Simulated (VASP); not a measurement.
A run of VASP 6.6.1:

File INCAR:

```
SYSTEM = Li4Si
PREC = Accurate ; ENCUT = 600
EDIFF = 1E-7 ; ISMEAR = 0
SIGMA = 0.1 ; LREAL = .FALSE.
LASPH = .TRUE. ; NELM = 100
ALGO = Normal ; ISIF = 3
LWAVE = .FALSE. ; LCHARG = .FALSE.
GGA = PE ; IBRION = 2
NSW = 100 ; EDIFFG = -0.01
```

File KPOINTS:

```
Automatic mesh
0
G
  8 8 8
  0 0 0
```

The input POSCAR:

```
Li4Si
1.0
    4.8352002387      0.0000000000      0.0000000000
    0.0000000000      4.8352002387      0.0000000000
    0.0000000000      0.0000000000      4.8352002387
Li Si
4 1
Direct
    0.0000000000      0.5000000000      0.5000000000
    0.5000000000      0.0000000000      0.5000000000
    0.5000000000      0.5000000000      0.0000000000
    0.0000000000      0.0000000000      0.0000000000
    0.5000000000      0.5000000000      0.5000000000
```

Potentials or basis: VASP PAW PBE potentials, release 64 (Li_sv, Si).

Run with:

```bash
$ cat potpaw_PBE.64/Li_sv/POTCAR potpaw_PBE.64/Si/POTCAR > POTCAR
$ mpirun -np 1 vasp_std > vasp.out
```

Hardware: 1 thread of AMD EPYC 7R43 64-Core Processor (Zen 3) (shared host).

Question: Estimate the wall time of this run.

Answer: It took 68 s on 1 thread of AMD EPYC 7R43 64-Core Processor (Zen 3), on a shared host, peak memory 0.21 GiB. Counts: scf iterations 17, k points 35, ion steps 1.
